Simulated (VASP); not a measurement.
# Ta8HC8 (a cell with a defect) in VASP: single point with PBE

Aim: the single point of Ta8HC8 (a cell with a defect) with PBE.

All numbers are computed with VASP 6.6.1; they aren't measurements. Logs are shortened: lines on timing, memory, paths and dates and some standing lists are left out, and cuts for length are marked.

## 1. The cell of the first run

The cell holds a defect, 17 atoms: a = 6.299 Å, b = 6.299 Å, c = 6.299 Å, α = 60.00°, β = 60.00°, γ = 60.00°.

## 2. Single point, PBE

INCAR

```
SYSTEM = Ta8HC8
PREC = Accurate
ENCUT = 520
EDIFF = 1E-6
ISMEAR = -1
SIGMA = 0.1
LREAL = Auto
LASPH = .TRUE.
NELM = 80
ALGO = Normal
ISIF = 2
LWAVE = .FALSE.
LCHARG = .FALSE.
GGA = PE
NBANDS = 74
```

KPOINTS

```
regular mesh
0
G
  2 2 2
  0 0 0
```

POSCAR

```
Ta8HC8
1.0
    0.0000000000      4.4540000000      4.4540000000
    4.4540000000      0.0000000000      4.4540000000
    4.4540000000      4.4540000000      0.0000000000
Ta C H
8 8 1
Direct
    0.0108441850     -0.0035249214     -0.0033902110
   -0.0162999551     -0.0135383925      0.5432869331
   -0.0103951504      0.4907274360      0.0248540638
    0.0129658734      0.5055792546      0.4845868882
    0.4867310283      0.0068253256      0.0070947463
    0.4974741805      0.0269083969      0.4718343062
    0.5149977548      0.5020655590     -0.0352492142
    0.4985406376      0.4884149079      0.5072743601
    0.2380781320      0.2548271217      0.2544005388
    0.2644364616      0.2397620117      0.7441400988
    0.2728221823      0.7232038617      0.2411652447
    0.2656264032      0.7395599461      0.7570273911
    0.7634822631      0.2493601257      0.2596654692
    0.7634149079      0.2555343511      0.7316008083
    0.7447350696      0.7508419398      0.2600696004
    0.7621688370      0.7332734621      0.7684777728
    0.5363493489      0.6962730130      0.5695330040
```

Potentials or basis: VASP PAW PBE potentials, release 64 (Ta_pv, C, H).

Command:

```
$ cat potpaw_PBE.64/Ta_pv/POTCAR potpaw_PBE.64/C/POTCAR potpaw_PBE.64/H/POTCAR > POTCAR
$ mpirun -np 1 vasp_std > vasp.out
```

OUTCAR:

```text
SYSTEM = Ta8HC8
   PREC = Accurate
   ENCUT = 520
   EDIFF = 1E-6
   ISMEAR = -1
   LREAL = Auto
   LASPH = .TRUE.
   NELM = 80
   ISIF = 2
   GGA = PE

 ion  position               nearest neighbor table
   1  0.011  0.996  0.997-  12 2.21  10 2.21  11 2.26  15 2.28  14 2.28  13 2.30   2 2.98   5 3.06
                             4 3.08   6 3.12   3 3.14   7 3.15   7 3.16   3 3.17   6 3.19   4 3.22
   2  0.984  0.986  0.543-  14 2.05  16 2.12  12 2.22  13 2.25   9 2.34  11 2.52   1 2.98   5 3.03
                             3 3.08   8 3.11   4 3.14   6 3.16   6 3.18   4 3.19   8 3.20   3 3.22
   3  0.990  0.491  0.025-  13 2.08   9 2.13  16 2.16  15 2.21  12 2.34  10 2.37   4 3.02   8 3.07
                             2 3.08   5 3.09   1 3.14   7 3.16   1 3.17   7 3.17   5 3.21   2 3.22
   4  0.013  0.506  0.485-  11 2.13   9 2.15  15 2.20  14 2.23  10 2.28  16 2.29   3 3.02   6 3.03
                             8 3.08   7 3.08   1 3.08   2 3.14   2 3.19   1 3.22   7 3.22   8 3.23
   5  0.487  0.007  0.007-  10 2.17   9 2.21  11 2.23  15 2.28  16 2.29  14 2.34   6 3.03   2 3.03
                             1 3.06   7 3.08   3 3.09   8 3.09   8 3.21   3 3.21   7 3.23   1 3.24
   6  0.497  0.027  0.472-  17 1.77   9 2.13  10 2.17  15 2.18  13 2.19  12 2.32  16 2.50   5 3.03
                             8 3.03   4 3.03   7 3.10   1 3.12   2 3.16   2 3.18   1 3.19   7 3.21
   7  0.515  0.502  0.965-  12 2.04  17 2.12  14 2.14  16 2.15  11 2.22   9 2.34  13 2.43   8 2.98
                             4 3.08   5 3.08   6 3.10   1 3.15   3 3.16   1 3.16   3 3.17   6 3.21
   8  0.499  0.488  0.507-  17 1.69  10 2.15  13 2.17  14 2.18  11 2.20  12 2.23  15 2.27   7 2.98
                             6 3.03   3 3.07   4 3.08   5 3.09   2 3.11   2 3.20   5 3.21   4 3.23
   9  0.238  0.255  0.254-   6 2.13   3 2.13   4 2.15   5 2.21   2 2.34   7 2.34
  10  0.264  0.240  0.744-   8 2.15   5 2.17   6 2.17   1 2.21   4 2.28   3 2.37
  11  0.273  0.723  0.241-   4 2.13   8 2.20   7 2.22   5 2.23   1 2.26   2 2.52
  12  0.266  0.740  0.757-   7 2.04   1 2.21   2 2.22   8 2.23   6 2.32   3 2.34
  13  0.763  0.249  0.260-   3 2.08   8 2.17   6 2.19   2 2.25   1 2.30   7 2.43
  14  0.763  0.256  0.732-   2 2.05   7 2.14   8 2.18   4 2.23   1 2.28   5 2.34
  15  0.745  0.751  0.260-   6 2.18   4 2.20   3 2.21   8 2.27   5 2.28   1 2.28
  16  0.762  0.733  0.768-   2 2.12   7 2.15   3 2.16   4 2.29   5 2.29   6 2.50
  17  0.536  0.696  0.570-   8 1.69   6 1.77   7 2.12

  LATTYP: Found a face centered cubic cell.
 ALAT       =     8.9080000000

  Lattice vectors:

 A1 = (   0.0000000000,   4.4540000000,   4.4540000000)
 A2 = (   4.4540000000,   0.0000000000,   4.4540000000)
 A3 = (   4.4540000000,   4.4540000000,   0.0000000000)

Analysis of symmetry for initial positions (statically):
=====================================================================
 Subroutine PRICEL returns:
 Original cell was already a primitive cell.

 Routine SETGRP: Setting up the symmetry group for a
 face centered cubic supercell.

 Subroutine GETGRP returns: Found  1 space group operations
 (whereof  1 operations were pure point group operations)
 out of a pool of 48 trial point group operations.

The static configuration has the point symmetry C_1 .

Analysis of symmetry for dynamics (positions and initial velocities):
=====================================================================
 Subroutine PRICEL returns:
 Original cell was already a primitive cell.

 Routine SETGRP: Setting up the symmetry group for a
 face centered cubic supercell.

 Subroutine GETGRP returns: Found  1 space group operations
 (whereof  1 operations were pure point group operations)
 out of a pool of 48 trial point group operations.

The dynamic configuration has the point symmetry C_1 .

 Subroutine INISYM returns: Found  1 space group operations
 (whereof  1 operations are pure point group operations),
 and found     1 'primitive' translations

----------------------------------------------------------------------------------------

                                     Primitive cell

  volume of cell :     176.7179

  direct lattice vectors                    reciprocal lattice vectors
     0.000000000  4.454000000  4.454000000    -0.112258644  0.112258644  0.112258644
     4.454000000  0.000000000  4.454000000     0.112258644 -0.112258644  0.112258644
     4.454000000  4.454000000  0.000000000     0.112258644  0.112258644 -0.112258644

  length of vectors
     6.298907207  6.298907207  6.298907207     0.194437675  0.194437675  0.194437675

  position of ions in fractional coordinates (direct lattice)
     0.010844185  0.996475079  0.996609789
     0.983700045  0.986461607  0.543286933
     0.989604850  0.490727436  0.024854064
     0.012965873  0.505579255  0.484586888
[... 46 lines left out ...]
     0.056129322 -0.056129322  0.056129322     0.000000000  0.500000000  0.000000000
     0.056129322  0.056129322 -0.056129322     0.000000000  0.000000000  0.500000000

  Length of vectors
     0.097218837  0.097218837  0.097218837

  Shift w.r.t. Gamma in fractional coordinates (k-lattice)
     0.000000000  0.000000000  0.000000000

 Subroutine IBZKPT returns following result:
 ===========================================

 Found      8 irreducible k-points:

 Following reciprocal coordinates:
            Coordinates               Weight
  0.000000  0.000000  0.000000      1.000000
  0.500000  0.000000  0.000000      1.000000
  0.000000  0.500000  0.000000      1.000000
  0.000000  0.000000  0.500000      1.000000
  0.500000  0.500000  0.500000      1.000000
  0.500000  0.500000  0.000000      1.000000
  0.000000  0.500000  0.500000      1.000000
  0.500000  0.000000  0.500000      1.000000
   k-points           NKPTS =      8   k-points in BZ     NKDIM =      8   number of bands    NBANDS=     74
   number of dos      NEDOS =    301   number of ions     NIONS =     17
   total plane-waves  NPLWV = 110592
   dimension x,y,z NGX =    48 NGY =   48 NGZ =   48
   dimension x,y,z NGXF=    96 NGYF=   96 NGZF=   96
   ions per type =               8   8   1
   NGX,Y,Z   is equivalent  to a cutoff of  12.67, 12.67, 12.67 a.u.
   NGXF,Y,Z  is equivalent  to a cutoff of  25.34, 25.34, 25.34 a.u.
 SYSTEM =  Ta8HC8
   PREC   = accura    normal or accurate (medium, high low for compatibility)
   ISTART =      0    job   : 0-new  1-cont  2-samecut
   ICHARG =      2    charge: 1-file 2-atom 10-const
   ISPIN  =      1    spin polarized calculation?
   LNONCOLLINEAR =      F non collinear calculations
   LSORBIT =      F    spin-orbit coupling
   LASPH  =      T    aspherical Exc in radial PAW
   ENCUT  =  520.0 eV  38.22 Ry    6.18 a.u.  11.71 11.71 11.71*2*pi/ulx,y,z
   NELM   =     80;   NELMIN=  2; NELMDL= -5     # of ELM steps
   EDIFF  = 0.1E-05   stopping-criterion for ELM
   LREAL  =      T    real-space projection
   EDIFFG = 0.1E-04   stopping-criterion for IOM
   NSW    =      0    number of steps for IOM
   IBRION =     -1    ionic relax: 0-MD 1-quasi-New 2-CG
   NFREE  =      0    steps in history (QN), initial steepest desc. (CG)
   ISIF   =      2    stress and relaxation
   ISYM   =      2    0-nonsym 1-usesym 2-fastsym
   POTIM  = 0.5000    time-step for ionic-motion
   TEBEG  =    0.0;   TEEND  =   0.0 temperature during run
   PSTRESS=    0.0 pullay stress
   NELECT =     121.0000    total number of electrons
   NUPDOWN=      -1.0000    fix difference up-down
   EMIN   =  10.00;   EMAX   =-10.00  energy-range for DOS
   EFERMI =   0.00;   METHOD = LEGACY
   ISMEAR =    -1;   SIGMA  =   0.10  broadening in eV -4-tet -1-fermi 0-gaus
   EFERMI_NEDOS =   21; number of points for ismear=-14 and -15
   IALGO  =     38    algorithm
   IMIX   =      4    mixing-type and parameters
     AMIX     =   0.40;   BMIX     =  1.00
     AMIX_MAG =   1.60;   BMIX_MAG =  1.00
  volume/ion in A,a.u.               =      10.40        70.15
  Fermi-wavevector in a.u.,A,eV,Ry     =   1.442923  2.726729 28.327684  2.082026
  Thomas-Fermi vector in A             =   2.561388
   LORBIT       =      0    0 simple, 1 ext, 2 COOP (PROOUT), +10 PAW based schemes
   GGA     = PE    functional components
   LHFCALC =     F    Hartree Fock is set to
   AEXX    =    0.0000 exact exchange contribution
   IVDW    =     0    specifies the selected vdW correction
   LEPSILON=     F    determine dielectric tensor
   LRPA    =     F    only Hartree local field effects (RPA)
 non-spin polarized calculation
  energy-cutoff  :      520.00
  volume of cell :      176.72
 maximum number of plane-waves:      4800
 NGX is ok and might be reduce to    48
   NGX = 23   NGY = 23   NGZ = 23

 number of electron     121.0000002 magnetization

 Free energy of the ion-electron system (eV)
  ---------------------------------------------------
  ext. energy  EPLUGINS =         0.00000000
  ---------------------------------------------------
  free energy    TOTEN  =      -176.20979118 eV

  energy without entropy =     -176.07996496  energy(sigma->0) =     -176.14487807

 E-fermi :   8.4711     XC(G=0): -13.2408

 val. band max:        8.3775852776   @ k =   0.5000   0.0000   0.0000
 cond. band min:       8.5868410036   @ k =   0.0000   0.5000   0.0000
 fundamental gap:      0.2092557261
 Fermi energy:         8.4711293771

 k-point     1 :       0.0000    0.0000    0.0000
  band No.  band energies     occupation
      1     -27.4499      2.00000
      2     -27.2942      2.00000
      3     -27.2852      2.00000
      4     -27.2761      2.00000
      5     -27.2215      2.00000
      6     -27.1998      2.00000
[... 589 lines left out ...]
     71      10.8800      0.00000
     72      11.1561      0.00000
 [bands above 72 left out]

------------------------ aborting loop because EDIFF is reached ----------------------------------------

  FORCE on cell =-STRESS in cart. coord.  units (eV):
  Direction    XX          YY          ZZ          XY          YZ          ZX
  --------------------------------------------------------------------------------------
  -------------------------------------------------------------------------------------
  Total       18.2361779     17.6092421     18.2423255      0.6874814     -0.2565869      3.1786312
  in kB      165.3346075    159.6506213    165.3903435      6.2329111     -2.3262933     28.8184152
  external PRESSURE =     163.4585241 kB  Pullay stress =       0.0000000 kB

 VOLUME and BASIS-vectors are now :
 -----------------------------------------------------------------------------
  energy-cutoff  :      520.00
  volume of cell :      176.72
      direct lattice vectors                 reciprocal lattice vectors
     0.000000000  4.454000000  4.454000000    -0.112258644  0.112258644  0.112258644
     4.454000000  0.000000000  4.454000000     0.112258644 -0.112258644  0.112258644
     4.454000000  4.454000000  0.000000000     0.112258644  0.112258644 -0.112258644

 POSITION                                       TOTAL-FORCE (eV/Angst)
 -----------------------------------------------------------------------------------
      8.87720      4.48720      4.48660         0.505934      0.392150     -0.110213
      6.81350      6.80120      8.77510        -1.857660     -0.153596      1.074281
      2.29640      4.51840      6.59340        -0.587962      0.425801      0.802698
      4.41020      2.21610      2.30960         0.100653      0.895504     -0.013165
      0.06200      2.19950      2.19830        -0.495775      0.916316     -0.317524
      2.22140      4.31730      2.33560         0.587507      0.673681      1.207539
[... 9 lines left out ...]
      6.68880      6.81750      6.66070        -0.188263     -1.723639      0.399387
      5.63790      4.92560      5.49010         0.967641      1.018048      0.545360
 -----------------------------------------------------------------------------------
    total drift:                               -0.004523     -0.017013      0.013957

  FREE ENERGIE OF THE ION-ELECTRON SYSTEM (eV)
  ---------------------------------------------------
  free  energy   TOTEN  =      -176.2097911832 eV

  energy  without entropy=     -176.0799649593  energy(sigma->0) =     -176.14487807
```

It took 2.5 min on 1 thread of Intel Xeon 6975P-C (Granite Rapids), shared host; peak memory 0.36 GiB.

What came out:

```
Free energy            : -176.2098 eV
Pressure               : 16.3 GPa
Largest force          : 2.972 eV/Å
Band gap on the k mesh : zero (an odd number of electrons rules out a gap without spin polarisation)
```

Forces on the atoms (eV/Å):
```
Ta   0.506  0.392 -0.110
Ta  -1.858 -0.154  1.074
Ta  -0.588  0.426  0.803
Ta   0.101  0.896 -0.013
Ta  -0.496  0.916 -0.318
Ta   0.588  0.674  1.208
Ta   1.043  2.768 -0.283
Ta  -2.159 -1.229 -1.274
C   -0.730  0.530  0.429
C    1.284 -0.664 -0.560
C    1.868 -0.928  0.656
C    0.572 -2.564 -0.672
C   -1.106 -1.016 -1.274
C    1.019  1.200 -1.421
C   -0.823 -0.542  0.811
C   -0.188 -1.724  0.399
H    0.968  1.018  0.545
```

Caveat: the k points lie up to 0.61 Å⁻¹ apart, too coarse for converged energies and pressures of a metal; spin-orbit coupling is left out, which moves the levels of the heavy elements.
